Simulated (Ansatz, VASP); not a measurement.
# One calculation of Pd, two programs

Contents of POSCAR:

```
Pd
1.0
    0.0000000000      1.9586507900      1.9586507900
    1.9586507900      0.0000000000      1.9586507900
    1.9586507900      1.9586507900      0.0000000000
Pd
1
Direct
    0.0000000000      0.0000000000      0.0000000000
```

The input INCAR.step1:

```
SYSTEM = Pd
PREC = Accurate
ENCUT = 600
ISMEAR = 0
SIGMA = 0.1
LREAL = .FALSE.
LASPH = .TRUE.
NELM = 80
GGA = PE
ALGO = Normal
EDIFF = 1E-4
LWAVE = .TRUE.
LCHARG = .FALSE.
```

File INCAR.step2:

```
SYSTEM = Pd
PREC = Accurate
ENCUT = 600
EDIFF = 1E-6
ISMEAR = 0
SIGMA = 0.1
LREAL = .FALSE.
LASPH = .TRUE.
NELM = 80
ALGO = Normal
ISIF = 3
LWAVE = .FALSE.
LCHARG = .FALSE.
METAGGA = R2SCAN
LMIXTAU = .TRUE.
IBRION = 2
NSW = 100
EDIFFG = -0.005
ISTART = 1
```

File KPOINTS:

```
regular mesh
0
G
  18 18 18
  0 0 0
```

Input for Ansatz:

```yaml
crystal:
  lattice:
    - [0.0, 1.95865079, 1.95865079]
    - [1.95865079, 0.0, 1.95865079]
    - [1.95865079, 1.95865079, 0.0]
  atoms:
    - { symbol: Pd, position: [0.0, 0.0, 0.0] }
basis:
  ecutwfc: 500
kpoints:
  mp_grid: { grid: [18, 18, 18] }
hamiltonian:
  xc: r2scan
scf:
  occupations: { method: gaussian, width: 0.1 }
output:
  forces: true
  stress: true
  eigenvalues: true
relax:
  adjacent_minimum: "off"
  f_tol: 0.005
  max_steps: 80
  cell: { stress_tol: 0.05 }
```

Alike in both runs: task relaxation of cell and atoms; functional r2SCAN; k mesh 18 × 18 × 18; occupations gaussian, width 0.1 eV; no spin polarisation.

```csv
,VASP,Ansatz
version,VASP 6.6.1,Ansatz 0.2.0
potentials or method,"VASP PAW PBE potentials, release 64 (Pd), cutoff 600 eV","scalar-relativistic, plane waves, PAW"
valence electrons in the cell,10,18
```

```csv
,VASP,Ansatz,Ansatz less VASP
"gap on the k mesh at the Fermi level, each at its own relaxed structure (eV)",none,none,-
relaxed volume (Å³/atom),14.96,14.92,-0.049
relaxed cell length with the largest relative difference (Å),2.766,2.763,-0.0030
```

VASP's potentials were made for PBE, not for r2SCAN. A gap of «none» marks a metal or a gap that the smearing closes. VASP's potentials hold 10 valence electrons a cell and Ansatz's 18, so a difference there can come from the potentials and not from the codes.
